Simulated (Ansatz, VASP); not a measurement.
# Ge: VASP beside Ansatz

File INCAR:

```
SYSTEM = Ge
ALGO = Normal
EDIFF = 1E-7
ENCUT = 520
GGA = CA
ISIF = 2
ISMEAR = -1
LASPH = .True.
LCHARG = .False.
LREAL = .False.
LWAVE = .False.
NBANDS = 21
NELM = 100
PREC = Accurate
SIGMA = 0.05
```

Contents of KPOINTS:

```
k-points
0
Gamma
  8 8 8
  0 0 0
```

Contents of POSCAR:

```
Ge
1.0
    0.0000000000      2.8099234548      2.8099234548
    2.8099234548      0.0000000000      2.8099234548
    2.8099234548      2.8099234548      0.0000000000
Ge
2
Direct
    0.7500000000      0.7500000000      0.7500000000
    0.5000000000      0.5000000000      0.5000000000
```

Contents of input.yaml:

```yaml
crystal:
  lattice:
    - [0.0, 2.8099234548, 2.8099234548]
    - [2.8099234548, 0.0, 2.8099234548]
    - [2.8099234548, 2.8099234548, 0.0]
  atoms:
    - { symbol: Ge, position: [0.75, 0.75, 0.75] }
    - { symbol: Ge, position: [0.5, 0.5, 0.5] }
hamiltonian:
  xc: lda
  pseudopotentials: { kind: paw }
kpoints:
  mp_grid: { grid: [8, 8, 8] }
scf:
  occupations: { method: fermi_dirac, width: 0.05 }
output:
  forces: true
  stress: true
  eigenvalues: true
```

Alike in both runs: task single point; functional LDA; k mesh 8 × 8 × 8; occupations fermi-dirac, width 0.05 eV; no spin polarisation.

|  | VASP | Ansatz |
| --- | --- | --- |
| version | VASP 6.6.1 | Ansatz 0.2.0 |
| potentials or method | VASP PAW LDA potentials, release 64 (Ge_d) | Ansatz PAW |
| plane-wave cutoff (eV) | 520 | 420 |
| valence electrons in the cell | 28 | 28 |

```tsv
	VASP	Ansatz	Ansatz less VASP
pressure (GPa)	0.3	0.1	-0.20
```

LDA's correlation is that of Perdew and Zunger in VASP and of Perdew and Wang (1992) in Ansatz.
